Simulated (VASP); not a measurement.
Set up this calculation in VASP 6.6.1, as the native input.

- Task: single point
- Functional: LDA
- Potentials or basis: VASP PAW LDA potentials, release 64 (Mo_sv)
- Cutoff: 520 eV
- k mesh: 10 × 10 × 10
- Occupations: fermi-dirac, width 0.05 eV
- Spin: no spin polarisation
- Dipole correction: no
- Further INCAR settings: ALGO = Normal; EDIFF = 1e-06; NBANDS = 21

The structure of Mo lies in POSCAR:

```
Mo
1.0
    0.0000000000      2.7041431590      2.7041431590
    2.7041431590      0.0000000000      2.7041431590
    2.7041431590      2.7041431590      0.0000000000
Mo
2
Direct
   -0.1250000000     -0.1250000000     -0.1250000000
    0.1250000000      0.1250000000      0.1250000000
```

The input as run:

INCAR

```
SYSTEM = Mo
PREC     = Accurate       ! precision mode
ENCUT    = 520            ! plane-wave cutoff, eV
EDIFF    = 1E-6           ! SCF threshold, eV
ISMEAR   = -1             ! smearing method
SIGMA    = 0.05           ! smearing width, eV
LREAL    = .False.        ! projectors in reciprocal space
LASPH    = .True.         ! aspherical terms in the spheres
NELM     = 60             ! most SCF steps
ALGO     = Normal         ! electronic algorithm
ISIF     = 2              ! what is computed and relaxed
LWAVE    = .False.        ! write WAVECAR
LCHARG   = .False.        ! write CHGCAR
GGA      = CA             ! functional
NBANDS   = 21             ! bands
```

KPOINTS

```
regular mesh
0
Gamma
  10 10 10
  0 0 0
```

Potentials or basis: VASP PAW LDA potentials, release 64 (Mo_sv).

Run with:

```console
$ cat potpaw_LDA.64/Mo_sv/POTCAR > POTCAR
$ mpirun -np 1 vasp_std > vasp.out
```

It gave:

* Pressure: 14.2 GPa
* Band gap on the k mesh: zero (band 14 reaches 8.90 eV, above the bottom of band 15 at 8.19 eV)

Run time: 26 s on 1 thread of Intel Xeon 8259CL (shared host), peak memory 0.16 GiB.
